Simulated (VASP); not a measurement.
# Pt (I4/mmm) in VASP: notebook

The runs below take Pt through single point, with r2SCAN.

Everything below comes from runs of VASP 6.6.1. Logs are shortened: lines on timing, memory, paths and dates and some standing lists are left out, and cuts for length are marked.

## (1) The cell of the first run

Symmetry: I4/mmm, No. 139, tetragonal system. The conventional cell has a = 3.121 Å, b = 3.121 Å, c = 3.168 Å, α = 90.00°, β = 90.00°, γ = 90.00°. Pt (site symmetry 4/mmm) has 14 Pt at 2.72 to 3.17 Å within 3.6 Å.

## (2) Single point, r2SCAN (strain -0.015 along x and y, +0.000 along z)

POSCAR

```
Pt
1.0
   -1.5604567000      1.5604567000      1.5842200000
    1.5604567000     -1.5604567000      1.5842200000
    1.5604567000      1.5604567000     -1.5842200000
Pt
1
Direct
    0.0000000000      0.0000000000      0.0000000000
```

INCAR.step1

```
SYSTEM = Pt
PREC     = Accurate       ! precision mode
ENCUT    = 520            ! plane-wave cutoff, eV
ISMEAR   = 0              ! smearing method
SIGMA    = 0.15           ! smearing width, eV
LREAL    = .False.        ! projectors in reciprocal space
LASPH    = .True.         ! aspherical terms in the spheres
NELM     = 80             ! most SCF steps
NBANDS   = 11             ! bands
GGA      = PE             ! functional
ALGO     = Normal         ! electronic algorithm
EDIFF    = 1E-4           ! SCF threshold, eV
LWAVE    = .True.         ! write WAVECAR
LCHARG   = .False.        ! write CHGCAR
```

INCAR.step2

```
SYSTEM = Pt
PREC     = Accurate       ! precision mode
ENCUT    = 520            ! plane-wave cutoff, eV
EDIFF    = 1E-6           ! SCF threshold, eV
ISMEAR   = 0              ! smearing method
SIGMA    = 0.15           ! smearing width, eV
LREAL    = .False.        ! projectors in reciprocal space
LASPH    = .True.         ! aspherical terms in the spheres
NELM     = 80             ! most SCF steps
ALGO     = Normal         ! electronic algorithm
ISIF     = 2              ! what is computed and relaxed
LWAVE    = .False.        ! write WAVECAR
LCHARG   = .False.        ! write CHGCAR
METAGGA  = R2SCAN         ! meta-GGA
LMIXTAU  = .True.       
NBANDS   = 11             ! bands
ISTART   = 1
```

KPOINTS

```
Automatic mesh
0
Gamma
  22 22 22
  0 0 0
```

Potentials or basis: VASP PAW PBE potentials, release 64 (Pt).

The run is started by

```sh
$ cat potpaw_PBE.64/Pt/POTCAR > POTCAR
$ cp INCAR.step1 INCAR
$ mpirun -np 1 vasp_std > vasp.out
$ cp INCAR.step2 INCAR
$ mpirun -np 1 vasp_std > vasp.out
```

OUTCAR:

```text
SYSTEM = Pt
   PREC = Accurate
   ENCUT = 520
   EDIFF = 1E-6
   ISMEAR = 0
   LREAL = .False.
   LASPH = .True.
   NELM = 80
   ISIF = 2
   METAGGA = R2SCAN
   ISTART = 1

 ion  position               nearest neighbor table
   1  0.000  0.000  0.000-

  LATTYP: Found a body centered tetragonal cell.
 ALAT       =     3.1209134000
 C/A-ratio  =     1.0152284264

  Lattice vectors:

 A1 = (  -1.5604567000,   1.5604567000,   1.5842200000)
 A2 = (   1.5604567000,  -1.5604567000,   1.5842200000)
 A3 = (   1.5604567000,   1.5604567000,  -1.5842200000)

Analysis of symmetry for initial positions (statically):
=====================================================================
 Subroutine PRICEL returns:
 Original cell was already a primitive cell.

 Routine SETGRP: Setting up the symmetry group for a
 body centered tetragonal supercell.

 Subroutine GETGRP returns: Found 16 space group operations
 (whereof 16 operations were pure point group operations)
 out of a pool of 16 trial point group operations.

The static configuration has the point symmetry D_4h.

Analysis of symmetry for dynamics (positions and initial velocities):
=====================================================================
 Subroutine PRICEL returns:
 Original cell was already a primitive cell.

 Routine SETGRP: Setting up the symmetry group for a
 body centered tetragonal supercell.

 Subroutine GETGRP returns: Found 16 space group operations
 (whereof 16 operations were pure point group operations)
 out of a pool of 16 trial point group operations.

The dynamic configuration has the point symmetry D_4h.

 Subroutine INISYM returns: Found 16 space group operations
 (whereof 16 operations are pure point group operations),
 and found     1 'primitive' translations

----------------------------------------------------------------------------------------

                                     Primitive cell

  volume of cell :      15.4305

  direct lattice vectors                    reciprocal lattice vectors
    -1.560456700  1.560456700  1.584220000     0.000000000  0.320419016  0.315612731
     1.560456700 -1.560456700  1.584220000     0.320419016  0.000000000  0.315612731
     1.560456700  1.560456700 -1.584220000     0.320419016  0.320419016  0.000000000

  length of vectors
     2.716579326  2.716579326  2.716579326     0.449755202  0.449755202  0.453140918

  position of ions in fractional coordinates (direct lattice)
     0.000000000  0.000000000  0.000000000

  ion indices of the primitive-cell ions
   primitive index   ion index
                 1           1

----------------------------------------------------------------------------------------

 KPOINTS: Automatic mesh

Automatic generation of k-mesh.
 Grid dimensions read from file:
 generate k-points for:   22   22   22

 Generating k-lattice:

  Cartesian coordinates                     Fractional coordinates (reciprocal lattice)
     0.000000000  0.014564501  0.014346033     0.045454545  0.000000000  0.000000000
     0.014564501  0.000000000  0.014346033     0.000000000  0.045454545  0.000000000
     0.014564501  0.014564501  0.000000000     0.000000000  0.000000000  0.045454545

  Length of vectors
     0.020443418  0.020443418  0.020597314

  Shift w.r.t. Gamma in fractional coordinates (k-lattice)
     0.000000000  0.000000000  0.000000000

 Subroutine IBZKPT returns following result:
 ===========================================

 Found    834 irreducible k-points:

 Following reciprocal coordinates:
            Coordinates               Weight
  0.000000  0.000000  0.000000      1.000000
  0.045455 -0.000000  0.000000      8.000000
  0.090909 -0.000000  0.000000      8.000000
  0.136364 -0.000000  0.000000      8.000000
  0.181818 -0.000000  0.000000      8.000000
  0.227273  0.000000  0.000000      8.000000
[... 16 lines left out ...]
  0.500000  0.045455  0.000000     16.000000
 -0.454545  0.045455  0.000000     16.000000
 [... further k-points ...]
   k-points           NKPTS =    834   k-points in BZ     NKDIM =    834   number of bands    NBANDS=     11
   number of dos      NEDOS =    301   number of ions     NIONS =      1
   total plane-waves  NPLWV =   8000
   dimension x,y,z NGX =    20 NGY =   20 NGZ =   20
   dimension x,y,z NGXF=    40 NGYF=   40 NGZF=   40
   ions per type =               1
   NGX,Y,Z   is equivalent  to a cutoff of  12.24, 12.24, 12.24 a.u.
   NGXF,Y,Z  is equivalent  to a cutoff of  24.48, 24.48, 24.48 a.u.
 SYSTEM =  Pt
   PREC   = accura    normal or accurate (medium, high low for compatibility)
   ISTART =      1    job   : 0-new  1-cont  2-samecut
   ICHARG =      0    charge: 1-file 2-atom 10-const
   ISPIN  =      1    spin polarized calculation?
   LNONCOLLINEAR =      F non collinear calculations
   LSORBIT =      F    spin-orbit coupling
   LASPH  =      T    aspherical Exc in radial PAW
   ENCUT  =  520.0 eV  38.22 Ry    6.18 a.u.   5.05  5.05  5.05*2*pi/ulx,y,z
   NELM   =     80;   NELMIN=  2; NELMDL=  0     # of ELM steps
   EDIFF  = 0.1E-05   stopping-criterion for ELM
   LREAL  =      F    real-space projection
   EDIFFG = 0.1E-04   stopping-criterion for IOM
   NSW    =      0    number of steps for IOM
   IBRION =     -1    ionic relax: 0-MD 1-quasi-New 2-CG
   NFREE  =      0    steps in history (QN), initial steepest desc. (CG)
   ISIF   =      2    stress and relaxation
   ISYM   =      2    0-nonsym 1-usesym 2-fastsym
   POTIM  = 0.5000    time-step for ionic-motion
   TEBEG  =    0.0;   TEEND  =   0.0 temperature during run
   PSTRESS=    0.0 pullay stress
   NELECT =      10.0000    total number of electrons
   NUPDOWN=      -1.0000    fix difference up-down
   EMIN   =  10.00;   EMAX   =-10.00  energy-range for DOS
   EFERMI =   0.00;   METHOD = LEGACY
   ISMEAR =     0;   SIGMA  =   0.15  broadening in eV -4-tet -1-fermi 0-gaus
   EFERMI_NEDOS =   21; number of points for ismear=-14 and -15
   IALGO  =     38    algorithm
   IMIX   =      4    mixing-type and parameters
     AMIX     =   0.40;   BMIX     =  1.00
     AMIX_MAG =   1.60;   BMIX_MAG =  1.00
  volume/ion in A,a.u.               =      15.43       104.13
  Fermi-wavevector in a.u.,A,eV,Ry     =   1.416713  2.677199 27.307920  2.007076
  Thomas-Fermi vector in A             =   2.538019
   LORBIT       =      0    0 simple, 1 ext, 2 COOP (PROOUT), +10 PAW based schemes
   METAGGA = R2SCAN    functional components
   LHFCALC =     F    Hartree Fock is set to
   AEXX    =    0.0000 exact exchange contribution
   IVDW    =     0    specifies the selected vdW correction
   LEPSILON=     F    determine dielectric tensor
   LRPA    =     F    only Hartree local field effects (RPA)
 non-spin polarized calculation
 Gauss-broadening in eV      SIGMA  =   0.15
  energy-cutoff  :      520.00
  volume of cell :       15.43
 maximum number of plane-waves:       430
   NGX = 11   NGY = 11   NGZ = 11

 number of electron       9.9999997 magnetization

 Free energy of the ion-electron system (eV)
  ---------------------------------------------------
  ext. energy  EPLUGINS =         0.00000000
  ---------------------------------------------------
  free energy    TOTEN  =       -51.41132568 eV

  energy without entropy =      -51.39909279  energy(sigma->0) =      -51.40520924

 E-fermi :  10.3639     XC(G=0): -14.4436

 val. band max:       10.3628480065   @ k =  -0.0455   0.3636   0.0455
 cond. band min:      10.3662734298   @ k =  -0.2273  -0.3636   0.1364
 fundamental gap:      0.0034254233
 Fermi energy:        10.3638997421

 k-point     1 :       0.0000    0.0000    0.0000
  band No.  band energies     occupation
      1       0.3904      2.00000
      2       6.5997      2.00000
      3       6.5997      2.00000
      4       6.7320      2.00000
      5       9.1482      2.00000
      6       9.3122      2.00000
      7      28.2621      0.00000
      8      28.5738      0.00000
      9      28.5738      0.00000
     10      39.0643      0.00000
     11      39.0892      0.00000

 k-point     2 :       0.0455   -0.0000    0.0000
  band No.  band energies     occupation
      1       0.4801      2.00000
      2       6.6005      2.00000
      3       6.6011      2.00000
      4       6.7685      2.00000
      5       9.1124      2.00000
      6       9.3020      2.00000
      7      28.3318      0.00000
      8      28.6293      0.00000
      9      28.7050      0.00000
     10      37.3937      0.00000
     11      38.0797      0.00000

 k-point     3 :       0.0909   -0.0000    0.0000
  band No.  band energies     occupation
      1       0.7439      2.00000
      2       6.5216      2.00000
      3       6.6018      2.00000
      4       6.9613      2.00000
      5       9.0060      2.00000
      6       9.2906      2.00000
      7      28.4829      0.00000
      8      28.7411      0.00000
      9      29.0922      0.00000
     10      35.8794      0.00000
     11      36.4963      0.00000

 k-point     4 :       0.1364   -0.0000    0.0000
  band No.  band energies     occupation
      1       1.1650      2.00000
      2       6.3720      2.00000
      3       6.5943      2.00000
      4       7.3065      2.00000
      5       8.8677      2.00000
      6       9.2916      2.00000
      7      28.5511      0.00000
      8      28.6863      0.00000
      9      29.7175      0.00000
     10      34.7631      0.00000
     11      35.0696      0.00000
[... 239 lines left out ...]
 k-point    22 :       0.4545    0.0455    0.0000
  band No.  band energies     occupation
      1       3.4293      2.00000
      2       5.1929      2.00000
      3       8.9778      2.00000
      4       9.3190      2.00000
      5      10.4243      0.56920
      6      11.9362      0.00000
      7      17.2898      0.00000
      8      24.5859      0.00000
      9      27.1916      0.00000
     10      35.6366      0.00000
     11      36.7593      0.00000

 k-point    23 :       0.5000    0.0455    0.0000
  band No.  band energies     occupation
      1       3.4291      2.00000
      2       5.1923      2.00000
      3       8.9412      2.00000
      4       9.3701      2.00000
      5      10.4202      0.59572
      6      11.9356      0.00000
      7      17.2799      0.00000
      8      24.5837      0.00000
      9      27.1943      0.00000
     10      35.6068      0.00000
     11      36.7843      0.00000

 k-point    24 :      -0.4545    0.0455    0.0000
  band No.  band energies     occupation
      1       3.4478      2.00000
      2       5.2437      2.00000
      3       8.7561      2.00000
      4       9.3427      2.00000
      5       9.9472      1.99991
      6      11.5136      0.00000
      7      18.3170      0.00000
      8      24.8058      0.00000
      9      27.6816      0.00000
     10      35.6839      0.00000
     11      36.3963      0.00000

 [... further k-points ...]

------------------------ aborting loop because EDIFF is reached ----------------------------------------

  FORCE on cell =-STRESS in cart. coord.  units (eV):
  Direction    XX          YY          ZZ          XY          YZ          ZX
  --------------------------------------------------------------------------------------
  -------------------------------------------------------------------------------------
  Total        0.0966044      0.0966044      0.2368485      0.0000000      0.0000000      0.0000000
  in kB       10.0306372     10.0306372     24.5924775      0.0000000      0.0000000      0.0000000
  external PRESSURE =      14.8845840 kB  Pullay stress =       0.0000000 kB

 VOLUME and BASIS-vectors are now :
 -----------------------------------------------------------------------------
  energy-cutoff  :      520.00
  volume of cell :       15.43
      direct lattice vectors                 reciprocal lattice vectors
    -1.560456700  1.560456700  1.584220000     0.000000000  0.320419016  0.315612731
     1.560456700 -1.560456700  1.584220000     0.320419016  0.000000000  0.315612731
     1.560456700  1.560456700 -1.584220000     0.320419016  0.320419016  0.000000000

 POSITION                                       TOTAL-FORCE (eV/Angst)
 -----------------------------------------------------------------------------------
      0.00000      0.00000      0.00000         0.000000     -0.000000      0.000000
 -----------------------------------------------------------------------------------
    total drift:                                0.000000     -0.000000      0.000000

  FREE ENERGIE OF THE ION-ELECTRON SYSTEM (eV)
  ---------------------------------------------------
  free  energy   TOTEN  =       -51.4113256845 eV

  energy  without entropy=      -51.3990927949  energy(sigma->0) =      -51.40520924
```

Run time: 2.6 min. Hardware: 1 thread of Intel Xeon 6975P-C (Granite Rapids), shared host; peak memory 0.25 GiB.

What came out:

* Free energy: -51.4113 eV
* Pressure: 1.5 GPa
* Band gap on the k mesh: zero (bands 5 and 6 overlap by 2.39 eV)

Stress tensor (GPa, compression positive):
```
1.00 0.00 0.00
0.00 1.00 0.00
0.00 0.00 2.46
```

Caveat: the cell differs from its parent crystal (strain -0.015 along x and y, +0.000 along z); the PAW data sets were made with another functional, which shifts forces and pressure a little; spin-orbit coupling is left out, which moves the levels of the heavy elements.

## (3) Single point, r2SCAN (strain +0.000 along x and y, -0.015 along z)

POSCAR

```
Pt
1.0
   -1.5842200000      1.5842200000      1.5604567000
    1.5842200000     -1.5842200000      1.5604567000
    1.5842200000      1.5842200000     -1.5604567000
Pt
1
Direct
    0.0000000000      0.0000000000      0.0000000000
```

INCAR.step1

```
PREC = Accurate
ENCUT = 520
ISMEAR = 0
SIGMA = 0.15
LREAL = False
LASPH = True
NELM = 60
NBANDS = 11
GGA = PE
ALGO = Normal
EDIFF = 1E-4
LWAVE = True
LCHARG = False
```

INCAR.step2

```
PREC = Accurate
ENCUT = 520
EDIFF = 1E-6
ISMEAR = 0
SIGMA = 0.15
LREAL = False
LASPH = True
NELM = 60
ALGO = Normal
ISIF = 2
LWAVE = False
LCHARG = False
METAGGA = R2SCAN
LMIXTAU = True
NBANDS = 11
ISTART = 1
```

KPOINTS

```
Automatic mesh
0
Gamma
  22 22 22
```

Potentials or basis: VASP PAW PBE potentials, release 64 (Pt).

The run is started by

```sh
$ cat potpaw_PBE.64/Pt/POTCAR > POTCAR
$ cp INCAR.step1 INCAR
$ mpirun -np 1 vasp_std > vasp.out
$ cp INCAR.step2 INCAR
$ mpirun -np 1 vasp_std > vasp.out
```

Wall time 2.8 min (1 thread of Intel Xeon 6975P-C (Granite Rapids), shared host); peak memory 0.25 GiB.

Results (log left out):

```
Free energy            : -51.4107 eV
Pressure               : -2.4 GPa
Band gap on the k mesh : zero (bands 5 and 6 overlap by 2.31 eV)
```

Stress tensor (GPa, compression positive):
```
-1.91  0.00  0.00
 0.00 -1.91  0.00
 0.00  0.00 -3.38
```

Levels at points of the mesh, in eV from the Fermi level:
| k point | band 3 | band 4 | band 5 | band 6 | band 7 | band 8 |
| --- | --- | --- | --- | --- | --- | --- |
| (0.00, 0.00, 0.00) | -3.59 | -3.59 | -1.19 | -1.03 | 18.00 | 18.00 |
| (0.50, 0.00, 0.00) | -1.23 | -0.74 | 0.47 | 1.14 | 6.76 | 14.03 |
| (0.50, 0.50, 0.00) | -1.39 | -0.84 | 0.38 | 1.11 | 6.62 | 14.21 |
| (0.50, 0.50, 0.50) | 0.57 | 0.57 | 0.62 | 7.99 | 7.99 | 8.48 |

Caveat: the cell differs from its parent crystal (strain +0.000 along x and y, -0.015 along z); the PAW data sets were made with another functional, which shifts forces and pressure a little; spin-orbit coupling is left out, which moves the levels of the heavy elements.

## (4) Single point, r2SCAN (strain -0.015 along x and y, +0.015 along z)

POSCAR

```
Pt
1.0
   -1.5604567000      1.5604567000      1.6079833000
    1.5604567000     -1.5604567000      1.6079833000
    1.5604567000      1.5604567000     -1.6079833000
Pt
1
Direct
    0.0000000000      0.0000000000      0.0000000000
```

INCAR.step1

```
ALGO = Normal
EDIFF = 1E-4
ENCUT = 520
GGA = PE
ISMEAR = 0
LASPH = T
LCHARG = F
LREAL = F
LWAVE = T
NBANDS = 11
NELM = 60
PREC = Accurate
SIGMA = 0.15
```

INCAR.step2

```
ALGO = Normal
EDIFF = 1E-6
ENCUT = 520
ISIF = 2
ISMEAR = 0
ISTART = 1
LASPH = T
LCHARG = F
LMIXTAU = T
LREAL = F
LWAVE = F
METAGGA = R2SCAN
NBANDS = 11
NELM = 60
PREC = Accurate
SIGMA = 0.15
```

KPOINTS

```
k-points
0
Gamma
  22 22 22
```

The run is started by

```sh
$ cat potpaw_PBE.64/Pt/POTCAR > POTCAR
$ cp INCAR.step1 INCAR
$ mpirun -np 1 vasp_std > vasp.out
$ cp INCAR.step2 INCAR
$ mpirun -np 1 vasp_std > vasp.out
```

Run time: 2.5 min. Hardware: 1 thread of Intel Xeon 6975P-C (Granite Rapids), shared host; peak memory 0.25 GiB.

It converged, with:

```
Free energy            : -51.4127 eV
Pressure               : -2.4 GPa
Band gap on the k mesh : zero (bands 5 and 6 overlap by 2.37 eV)
```

Stress tensor (GPa, compression positive):
```
-3.25  0.00  0.00
 0.00 -3.25  0.00
 0.00  0.00 -0.68
```

Levels at points of the mesh, in eV from the Fermi level:
| k point | band 2 | band 3 | band 4 | band 5 | band 6 | band 7 | band 8 | band 9 |
| --- | --- | --- | --- | --- | --- | --- | --- | --- |
| (0.00, 0.00, 0.00) | -3.72 | -3.72 | -3.47 | -1.28 | -0.96 | 17.71 | 18.31 | 18.31 |
| (0.50, 0.00, 0.00) | -5.03 | -1.44 | -0.79 | 0.38 | 1.10 | 6.62 | 14.21 | 16.97 |
| (0.50, 0.50, 0.00) | -5.31 | -1.06 | -0.68 | 0.57 | 1.17 | 6.89 | 13.86 | 16.21 |
| (0.50, 0.50, 0.50) | -6.37 | 0.52 | 0.62 | 0.62 | 7.52 | 8.47 | 8.47 | 13.55 |

Caveat: the cell differs from its parent crystal (strain -0.015 along x and y, +0.015 along z); the PAW data sets were made with another functional, which shifts forces and pressure a little; spin-orbit coupling is left out, which moves the levels of the heavy elements.

## (5) Summary

| cell | gap on the mesh (eV) | pressure (GPa) |
| --- | --- | --- |
| a = 2.717 Å, angles 109.9, 109.9, 108.7°, 1 atom | none | 1.5 |
| a = 2.730 Å, angles 109.1, 109.1, 110.3°, 1 atom | none | -2.4 |
| a = 2.731 Å, angles 110.3, 110.3, 107.8°, 1 atom | none | -2.4 |

Alike in all rows: task single point; level r2SCAN; potentials or basis VASP PAW PBE potentials, release 64 (Pt); no spin polarisation; k mesh 22 × 22 × 22; cutoff (eV) 520; smearing gaussian 0.15 eV.

Caveats: the PAW data sets were made with another functional, which shifts forces and pressure a little; spin-orbit coupling is left out, which moves the levels of the heavy elements.

Total energies depend on the potentials used, so only differences within one code and one set of settings carry meaning.
